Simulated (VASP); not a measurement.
# Pt (Im-3m) in VASP: a series of runs

Aim: see how the results for Pt move with the level of theory and the settings. Levels: PBE0, PBEsol-based global hybrid with 25 % exact exchange. Tasks: relaxation of cell and atoms, single point.

All numbers are computed with VASP 6.6.1; they aren't measurements. Logs are shortened: lines on timing, memory, paths and dates and some standing lists are left out, and cuts for length are marked.

**1. The cell of the first run**

It takes space group Im-3m (No. 229, cubic). The conventional cell has a = 3.168 Å, b = 3.168 Å, c = 3.168 Å, α = 90.00°, β = 90.00°, γ = 90.00°. Pt (site symmetry m-3m) has 14 Pt at 2.74 to 3.17 Å within 3.6 Å.

This isn't the form of Pt at room conditions, which is fcc.

**2. Relaxation of cell and atoms, PBE0**

The input, POSCAR:

```
Pt
1.0
   -1.5842200000      1.5842200000      1.5842200000
    1.5842200000     -1.5842200000      1.5842200000
    1.5842200000      1.5842200000     -1.5842200000
Pt
1
Direct
    0.0000000000      0.0000000000      0.0000000000
```

The input, INCAR.step1:

```
SYSTEM = Pt
PREC     = Accurate       ! precision mode
ENCUT    = 600            ! plane-wave cutoff, eV
EDIFF    = 1E-5           ! SCF threshold, eV
ISMEAR   = -1             ! smearing method
SIGMA    = 0.05           ! smearing width, eV
LREAL    = .False.        ! projectors in reciprocal space
LASPH    = .True.         ! aspherical terms in the spheres
NELM     = 100            ! most SCF steps
ALGO     = Normal         ! electronic algorithm
LWAVE    = .True.         ! write WAVECAR
LCHARG   = .False.        ! write CHGCAR
GGA      = PE             ! functional
NBANDS   = 11             ! bands
```

The input, INCAR.step2:

```
SYSTEM = Pt
PREC     = Accurate       ! precision mode
ENCUT    = 600            ! plane-wave cutoff, eV
EDIFF    = 1E-6           ! SCF threshold, eV
ISMEAR   = -1             ! smearing method
SIGMA    = 0.05           ! smearing width, eV
LREAL    = .False.        ! projectors in reciprocal space
LASPH    = .True.         ! aspherical terms in the spheres
NELM     = 100            ! most SCF steps
ALGO     = Normal         ! electronic algorithm
ISIF     = 3              ! what is computed and relaxed
LWAVE    = .False.        ! write WAVECAR
LCHARG   = .False.        ! write CHGCAR
GGA      = PE             ! functional
LHFCALC  = .True.         ! exact exchange
AEXX     = 0.25           ! exact-exchange fraction
PRECFOCK = Normal       
IBRION   = 2              ! ionic algorithm
NSW      = 60             ! ionic steps
EDIFFG   = -0.01          ! ionic threshold
ISTART   = 1
```

The input, KPOINTS:

```
regular mesh
0
Gamma
  6 6 6
  0 0 0
```

Potentials or basis: VASP PAW PBE potentials, release 64 (Pt).

Run with:

```console
$ cat potpaw_PBE.64/Pt/POTCAR > POTCAR
$ cp INCAR.step1 INCAR
$ mpirun -np 1 vasp_std > vasp.out
$ cp INCAR.step2 INCAR
$ mpirun -np 1 vasp_std > vasp.out
```

OUTCAR:

```text
SYSTEM = Pt
   PREC = Accurate
   ENCUT = 600
   EDIFF = 1E-6
   ISMEAR = -1
   LREAL = .False.
   LASPH = .True.
   NELM = 100
   ISIF = 3
   GGA = PE
   LHFCALC = .True.
   AEXX = 0.25
   PRECFOCK = Normal
   IBRION = 2
   NSW = 60
   EDIFFG = -0.01
   ISTART = 1

 ion  position               nearest neighbor table
   1  0.000  0.000  0.000-

  LATTYP: Found a body centered cubic cell.
 ALAT       =     3.1684400000

  Lattice vectors:

 A1 = (  -1.5842200000,   1.5842200000,   1.5842200000)
 A2 = (   1.5842200000,  -1.5842200000,   1.5842200000)
 A3 = (   1.5842200000,   1.5842200000,  -1.5842200000)

Analysis of symmetry for initial positions (statically):
=====================================================================
 Subroutine PRICEL returns:
 Original cell was already a primitive cell.

 Routine SETGRP: Setting up the symmetry group for a
 body centered cubic supercell.

 Subroutine GETGRP returns: Found 48 space group operations
 (whereof 48 operations were pure point group operations)
 out of a pool of 48 trial point group operations.

The static configuration has the point symmetry O_h .

Analysis of symmetry for dynamics (positions and initial velocities):
=====================================================================
 Subroutine PRICEL returns:
 Original cell was already a primitive cell.

 Routine SETGRP: Setting up the symmetry group for a
 body centered cubic supercell.

 Subroutine GETGRP returns: Found 48 space group operations
 (whereof 48 operations were pure point group operations)
 out of a pool of 48 trial point group operations.

The dynamic configuration has the point symmetry O_h .

 Subroutine INISYM returns: Found 48 space group operations
 (whereof 48 operations are pure point group operations),
 and found     1 'primitive' translations

----------------------------------------------------------------------------------------

                                     Primitive cell

  volume of cell :      15.9040

  direct lattice vectors                    reciprocal lattice vectors
    -1.584220000  1.584220000  1.584220000     0.000000000  0.315612731  0.315612731
     1.584220000 -1.584220000  1.584220000     0.315612731  0.000000000  0.315612731
     1.584220000  1.584220000 -1.584220000     0.315612731  0.315612731  0.000000000

  length of vectors
     2.743949530  2.743949530  2.743949530     0.446343804  0.446343804  0.446343804

  position of ions in fractional coordinates (direct lattice)
     0.000000000  0.000000000  0.000000000

  ion indices of the primitive-cell ions
   primitive index   ion index
                 1           1

----------------------------------------------------------------------------------------

 KPOINTS: regular mesh

Automatic generation of k-mesh.
 Grid dimensions read from file:
 generate k-points for:    6    6    6

 Generating k-lattice:

  Cartesian coordinates                     Fractional coordinates (reciprocal lattice)
     0.000000000  0.052602122  0.052602122     0.166666667  0.000000000  0.000000000
     0.052602122  0.000000000  0.052602122     0.000000000  0.166666667  0.000000000
     0.052602122  0.052602122  0.000000000     0.000000000  0.000000000  0.166666667

  Length of vectors
     0.074390634  0.074390634  0.074390634

  Shift w.r.t. Gamma in fractional coordinates (k-lattice)
     0.000000000  0.000000000  0.000000000

 Subroutine IBZKPT returns following result:
 ===========================================

 Found     16 irreducible k-points:

 Following reciprocal coordinates:
            Coordinates               Weight
  0.000000  0.000000  0.000000      1.000000
  0.166667  0.000000  0.000000     12.000000
  0.333333  0.000000  0.000000     12.000000
  0.500000  0.000000  0.000000      6.000000
  0.166667  0.166667  0.000000     24.000000
  0.333333  0.166667  0.000000     48.000000
[... 8 lines left out ...]
  0.500000  0.500000  0.333333     12.000000
  0.500000  0.500000  0.500000      1.000000
   k-points           NKPTS =     16   k-points in BZ     NKDIM =    216   number of bands    NBANDS=      9
   number of dos      NEDOS =    301   number of ions     NIONS =      1
   total plane-waves  NPLWV =  13824
   dimension x,y,z NGX =    24 NGY =   24 NGZ =   24
   dimension x,y,z NGXF=    48 NGYF=   48 NGZF=   48
   ions per type =               1
   NGX,Y,Z   is equivalent  to a cutoff of  14.54, 14.54, 14.54 a.u.
   NGXF,Y,Z  is equivalent  to a cutoff of  29.08, 29.08, 29.08 a.u.
 SYSTEM =  Pt
   PREC   = accura    normal or accurate (medium, high low for compatibility)
   ISTART =      1    job   : 0-new  1-cont  2-samecut
   ICHARG =      0    charge: 1-file 2-atom 10-const
   ISPIN  =      1    spin polarized calculation?
   LNONCOLLINEAR =      F non collinear calculations
   LSORBIT =      F    spin-orbit coupling
   LASPH  =      T    aspherical Exc in radial PAW
   ENCUT  =  600.0 eV  44.10 Ry    6.64 a.u.   5.48  5.48  5.48*2*pi/ulx,y,z
   NELM   =    100;   NELMIN=  2; NELMDL=  0     # of ELM steps
   EDIFF  = 0.1E-05   stopping-criterion for ELM
   LREAL  =      F    real-space projection
   EDIFFG = -.1E-01   stopping-criterion for IOM
   NSW    =     60    number of steps for IOM
   IBRION =      2    ionic relax: 0-MD 1-quasi-New 2-CG
   NFREE  =      1    steps in history (QN), initial steepest desc. (CG)
   ISIF   =      3    stress and relaxation
   ISYM   =      3    0-nonsym 1-usesym 2-fastsym
   POTIM  = 0.5000    time-step for ionic-motion
   TEBEG  =    0.0;   TEEND  =   0.0 temperature during run
   PSTRESS=    0.0 pullay stress
   NELECT =      10.0000    total number of electrons
   NUPDOWN=      -1.0000    fix difference up-down
   EMIN   =  10.00;   EMAX   =-10.00  energy-range for DOS
   EFERMI =   0.00;   METHOD = LEGACY
   ISMEAR =    -1;   SIGMA  =   0.05  broadening in eV -4-tet -1-fermi 0-gaus
   EFERMI_NEDOS =   21; number of points for ismear=-14 and -15
   IALGO  =     38    algorithm
   IMIX   =      1    mixing-type and parameters
     AMIX     =   0.40;   BMIX     =  1.00
     AMIX_MAG =   1.60;   BMIX_MAG =  1.00
  volume/ion in A,a.u.               =      15.90       107.33
  Fermi-wavevector in a.u.,A,eV,Ry     =   1.402510  2.650360 26.763132  1.967035
  Thomas-Fermi vector in A             =   2.525265
   LORBIT       =      0    0 simple, 1 ext, 2 COOP (PROOUT), +10 PAW based schemes
   GGA     = PE    functional components
   LHFCALC =     T    Hartree Fock is set to
   PRECFOCK=normal    Normal, Fast or Accurate (Low or Medium for compatibility)
   ENCUT4O =  -1.0   cutoff for four orbital integrals eV
   NKREDX  =     1    reduce k-point grid by
   NKREDY  =     1    reduce k-point grid by
   NKREDZ  =     1    reduce k-point grid by
   AEXX    =    0.2500 exact exchange contribution
   HFSCREEN=    0.0000 screening length (either q_TF or 0.3 A-1)
   HFSCREENC=   0.0000 screening length for correlation (either q_TF or 0.3 A-1)
   ENCUTFOCK=  -1.0 apply spherical cutoff to Coloumb kernel
   IVDW    =     0    specifies the selected vdW correction
   LEPSILON=     F    determine dielectric tensor
   LRPA    =     F    only Hartree local field effects (RPA)
 conjugate gradient relaxation of ions
 non-spin polarized calculation
  energy-cutoff  :      600.00
  volume of cell :       15.90
 maximum number of plane-waves:       555
 NGX is ok and might be reduce to    24
  NGX = 18; NGY = 18; NGZ = 18

--------------------------------------- Ionic step        1  -------------------------------------------

 number of electron       9.9999999 magnetization

 Free energy of the ion-electron system (eV)
  ---------------------------------------------------
  ext. energy  EPLUGINS =         0.00000000
  ---------------------------------------------------
  free energy    TOTEN  =        -7.39941739 eV

  energy without entropy =       -7.39622962  energy(sigma->0) =       -7.39782350

 E-fermi :   9.5187     XC(G=0): -10.3022

 val. band max:        8.6836424903   @ k =   0.3333   0.0000   0.0000
 cond. band min:       9.6386418603   @ k =  -0.3333   0.5000   0.1667
 fundamental gap:      0.9549993700
 Fermi energy:         9.5187432678

 k-point     1 :       0.0000    0.0000    0.0000
  band No.  band energies     occupation
      1      -1.0429      2.00000
      2       5.0979      2.00000
      3       5.0979      2.00000
      4       5.0979      2.00000
      5       7.5140      2.00000
      6       7.5140      2.00000
      7      28.4055      0.00000
      8      28.4055      0.00000
      9      28.4055      0.00000

 k-point     2 :       0.1667    0.0000    0.0000
  band No.  band energies     occupation
      1       0.1432      2.00000
      2       4.6771      2.00000
      3       5.0959      2.00000
      4       6.0999      2.00000
      5       7.1478      2.00000
      6       7.5897      2.00000
      7      28.2922      0.00000
      8      28.4165      0.00000
      9      30.0489      0.00000
[... 260 lines left out ...]
 POSITION                                       TOTAL-FORCE (eV/Angst)
 -----------------------------------------------------------------------------------
      0.00000      0.00000     -0.00000         0.000000     -0.000000      0.000000
 -----------------------------------------------------------------------------------
    total drift:                               -0.000000     -0.000000      0.000000

  FREE ENERGIE OF THE ION-ELECTRON SYSTEM (eV)
  ---------------------------------------------------
  free  energy   TOTEN  =        -7.4150729550 eV

  energy  without entropy=       -7.4118853043  energy(sigma->0) =       -7.41347913

--------------------------------------- Ionic step        4  -------------------------------------------

 number of electron      10.0000001 magnetization

 Free energy of the ion-electron system (eV)
  ---------------------------------------------------
  ext. energy  EPLUGINS =         0.00000000
  ---------------------------------------------------
  free energy    TOTEN  =        -7.41509114 eV

  energy without entropy =       -7.41190349  energy(sigma->0) =       -7.41349731

 E-fermi :  10.1575     XC(G=0): -10.4638

 val. band max:        9.3010115185   @ k =   0.3333   0.0000   0.0000
 cond. band min:      10.2773847146   @ k =  -0.3333   0.5000   0.1667
 fundamental gap:      0.9763731961
 Fermi energy:        10.1574868375

 k-point     1 :       0.0000    0.0000    0.0000
  band No.  band energies     occupation
      1      -0.8099      2.00000
      2       5.5277      2.00000
      3       5.5277      2.00000
      4       5.5277      2.00000
      5       8.0843      2.00000
      6       8.0843      2.00000
      7      29.0472      0.00000
      8      29.0472      0.00000
      9      29.0472      0.00000

 k-point     2 :       0.1667    0.0000    0.0000
  band No.  band energies     occupation
      1       0.4125      2.00000
      2       5.0807      2.00000
      3       5.5189      2.00000
      4       6.5803      2.00000
      5       7.6918      2.00000
      6       8.1634      2.00000
      7      29.1190      0.00000
      8      29.1414      0.00000
      9      30.7770      0.00000
[... 188 lines left out ...]
 POSITION                                       TOTAL-FORCE (eV/Angst)
 -----------------------------------------------------------------------------------
      0.00000      0.00000      3.13121         0.000000     -0.000000     -0.000000
 -----------------------------------------------------------------------------------
    total drift:                               -0.000000      0.000000      0.000000

  FREE ENERGIE OF THE ION-ELECTRON SYSTEM (eV)
  ---------------------------------------------------
  free  energy   TOTEN  =        -7.4150911366 eV

  energy  without entropy=       -7.4119034865  energy(sigma->0) =       -7.41349731

 reached required accuracy - stopping structural energy minimisation
```

Run time: 49 min. Hardware: 1 thread of Intel Xeon Platinum 8259CL at 2.50GHz (Skylake/Cascade Lake), shared host; peak memory 0.17 GiB.

What came out:

```yaml
Free_energy: -7.4151 eV
Relaxed_volume: 15.35 Å³/atom
Relaxed_cell: a = 2.712 Å, b = 2.712 Å, c = 2.712 Å, α = 109.47°, β = 109.47°, γ = 109.47°
Space_group_after_relaxing_to_0.1_Å: Im-3m (No. 229)
Energy_gained_by_relaxing: 15.7 meV/atom
Ionic_steps: 4
Pressure_after_relaxing: 0.0 GPa
Band_gap_on_the_k_mesh: zero (bands 5 and 6 overlap by 3.62 eV)
```

The path:
| step | energy change (eV) | largest force (eV/Å) | pressure (GPa) | volume (Å³) |
| --- | --- | --- | --- | --- |
| 1 | 0.0000 | 0.0000 | -8.69 | 15.90 |
| 2 | 0.1039 | 0.0000 | 31.34 | 14.00 |
| 3 | -0.0157 | 0.0000 | -0.30 | 15.36 |
| 4 | -0.0157 | 0.0000 | -0.03 | 15.35 |

Final structure:
```
CELL_PARAMETERS angstrom
-1.56560 1.56560 1.56560
1.56560 -1.56560 1.56560
1.56560 1.56560 -1.56560
ATOMIC_POSITIONS crystal
Pt 0.00000 0.00000 0.00000
```

Caveat: the k points lie up to 0.47 Å⁻¹ apart in the final cell, too coarse for converged energies and pressures of a metal; the PAW data sets were made with another functional, which shifts forces and pressure a little; spin-orbit coupling is left out, which moves the levels of the heavy elements.

**3. Relaxation of cell and atoms, PBEsol-based global hybrid with 25 % exact exchange**

POSCAR is that of step 2.

The input, INCAR.step1:

```
SYSTEM = Pt
ALGO = Normal
EDIFF = 1E-5
ENCUT = 600
GGA = PE
ISMEAR = -1
LASPH = .TRUE.
LCHARG = .FALSE.
LREAL = .FALSE.
LWAVE = .TRUE.
NBANDS = 11
NELM = 60
PREC = Accurate
SIGMA = 0.05
```

The input, INCAR.step2:

```
SYSTEM = Pt
AEXX = 0.25
ALGO = Normal
EDIFF = 1E-6
EDIFFG = -0.01
ENCUT = 600
GGA = PS
IBRION = 2
ISIF = 3
ISMEAR = -1
ISTART = 1
LASPH = .TRUE.
LCHARG = .FALSE.
LHFCALC = .TRUE.
LREAL = .FALSE.
LWAVE = .FALSE.
NELM = 60
NSW = 60
PREC = Accurate
PRECFOCK = Normal
SIGMA = 0.05
```

The input, KPOINTS:

```
k-points
0
G
  6 6 6
  0 0 0
```

Potentials or basis: VASP PAW PBE potentials, release 64 (Pt).

Run with:

```console
$ cat potpaw_PBE.64/Pt/POTCAR > POTCAR
$ cp INCAR.step1 INCAR
$ mpirun -np 1 vasp_std > vasp.out
$ cp INCAR.step2 INCAR
$ mpirun -np 1 vasp_std > vasp.out
```

Wall time 63 min (1 thread of Intel Xeon Platinum 8259CL at 2.50GHz (Skylake/Cascade Lake), shared host); peak memory 0.17 GiB.

It converged, with:

| Property | Result |
| --- | --- |
| Free energy | -8.0196 eV |
| Relaxed volume | 14.95 Å³/atom |
| Relaxed cell | a = 2.688 Å, b = 2.688 Å, c = 2.688 Å, α = 109.47°, β = 109.47°, γ = 109.47° |
| Space group after relaxing (to 0.1 Å) | Im-3m (No. 229) |
| Energy gained by relaxing | 48.3 meV/atom |
| Ionic steps | 5 |
| Pressure after relaxing | 0.1 GPa |
| Band gap on the k mesh | zero (bands 5 and 6 overlap by 3.73 eV) |

The path:
```
step  energy change (eV)  largest force (eV/Å)  pressure (GPa)  volume (Å³)
   1              0.0000                0.0000          -15.35        15.90
   2              0.4145                0.0000           76.05        12.65
   3             -0.0481                0.0000           -1.17        15.02
   4             -0.0483                0.0000           -0.27        14.97
   5             -0.0483                0.0000            0.07        14.95
```

Final structure:
```xyz
1
Lattice="-1.5521 1.5521 1.5521 1.5521 -1.5521 1.5521 1.5521 1.5521 -1.5521" Properties=species:S:1:pos:R:3 pbc="T T T"
Pt    0.0000    0.0000    0.0000
```

Levels at points of the mesh, in eV from the Fermi level:
```tsv
k point	band 1	band 2	band 3	band 4	band 5	band 6	band 7	band 8	band 9
(0.00, 0.00, 0.00)	-11.32	-4.80	-4.80	-4.80	-2.11	-2.11	18.90	18.90	18.90
(0.50, 0.00, 0.00)	-8.35	-6.48	-2.19	-1.58	0.62	1.75	8.42	14.91	18.26
(0.50, 0.50, 0.50)	-8.03	-8.03	1.11	1.11	1.11	9.18	9.18	9.18	15.81
```

Caveat: the k points lie up to 0.48 Å⁻¹ apart in the final cell, too coarse for converged energies and pressures of a metal; the PAW data sets were made with another functional, which shifts forces and pressure a little; spin-orbit coupling is left out, which moves the levels of the heavy elements.

**4. Single point, PBE0**

This run uses another cell than the first one, of 16.22 Å³/atom.

The input, POSCAR:

```
Pt
1.0
   -1.5947118289      1.5947118289      1.5947118289
    1.5947118289     -1.5947118289      1.5947118289
    1.5947118289      1.5947118289     -1.5947118289
Pt
1
Direct
    0.0000000000      0.0000000000      0.0000000000
```

The input, INCAR.step1:

```
SYSTEM = Pt
  ALGO = Normal
  EDIFF = 1E-5
  ENCUT = 520
  GGA = PE
  ISIF = 2
  ISMEAR = -1
  LASPH = .TRUE.
  LCHARG = .FALSE.
  LREAL = .FALSE.
  LWAVE = .TRUE.
  NBANDS = 11
  NELM = 80
  PREC = Accurate
  SIGMA = 0.05
```

The input, INCAR.step2:

```
SYSTEM = Pt
  AEXX = 0.25
  ALGO = Normal
  EDIFF = 1E-6
  ENCUT = 520
  GGA = PE
  ISIF = 2
  ISMEAR = -1
  ISTART = 1
  LASPH = .TRUE.
  LCHARG = .FALSE.
  LHFCALC = .TRUE.
  LREAL = .FALSE.
  LWAVE = .FALSE.
  NBANDS = 11
  NELM = 80
  PREC = Accurate
  PRECFOCK = Normal
  SIGMA = 0.05
```

The input, KPOINTS:

```
k-points
0
G
  8 8 8
  0 0 0
```

Run with:

```console
$ cat potpaw_PBE.64/Pt/POTCAR > POTCAR
$ cp INCAR.step1 INCAR
$ mpirun -np 1 vasp_std > vasp.out
$ cp INCAR.step2 INCAR
$ mpirun -np 1 vasp_std > vasp.out
```

Run time: 37 min. Hardware: 1 thread of Intel Xeon 8259CL, shared host; peak memory 0.17 GiB.

The run converged. Its results:

| Quantity | Value |
| --- | --- |
| Free energy | -7.2834 eV |
| Pressure | -11.5 GPa |
| Band gap on the k mesh | zero (bands 5 and 6 overlap by 3.43 eV) |

Levels at points of the mesh, in eV from the Fermi level:
```csv
k point,band 1,band 2,band 3,band 4,band 5,band 6,band 7,band 8,band 9,band 10
"(0.00, 0.00, 0.00)",-10.51,-4.41,-4.41,-4.41,-2.18,-2.18,18.71,18.71,18.71,28.64
"(0.50, 0.00, 0.00)",-7.65,-5.94,-2.24,-1.73,0.70,1.40,7.53,14.73,17.41,25.83
"(0.50, 0.50, 0.50)",-7.36,-7.36,0.66,0.66,0.66,8.84,8.84,8.84,14.47,20.31
```

Caveat: the cell stands under tension; the PAW data sets were made with another functional, which shifts forces and pressure a little; spin-orbit coupling is left out, which moves the levels of the heavy elements.

**5. Overview**

```csv
task,level,cell,k mesh,cutoff (eV),gap on the mesh (eV),pressure (GPa),relaxed volume (Å³/atom)
relaxation of cell and atoms,PBE0,"relaxed from a = 2.744 Å, angles 109.5°, 1 atom",6 × 6 × 6,600,none,0.0,15.35
relaxation of cell and atoms,PBEsol-based global hybrid with 25 % exact exchange,"relaxed from a = 2.744 Å, angles 109.5°, 1 atom",6 × 6 × 6,600,none,0.1,14.95
single point,PBE0,"a = 2.762 Å, angles 109.5°, 1 atom",8 × 8 × 8,520,none,-11.5,-
```

Alike in all rows: potentials or basis VASP PAW PBE potentials, release 64 (Pt); no spin polarisation; smearing fermi-dirac 0.05 eV.

Caveats: some runs use coarse meshes; the PAW data sets were made with another functional, which shifts forces and pressure a little; spin-orbit coupling is left out, which moves the levels of the heavy elements; the cell stands under tension (at least some runs).

Absolute energies hang on the potentials; compare differences alone.

The gap in the log of VASP goes by the Fermi energy; the results here count the filled bands.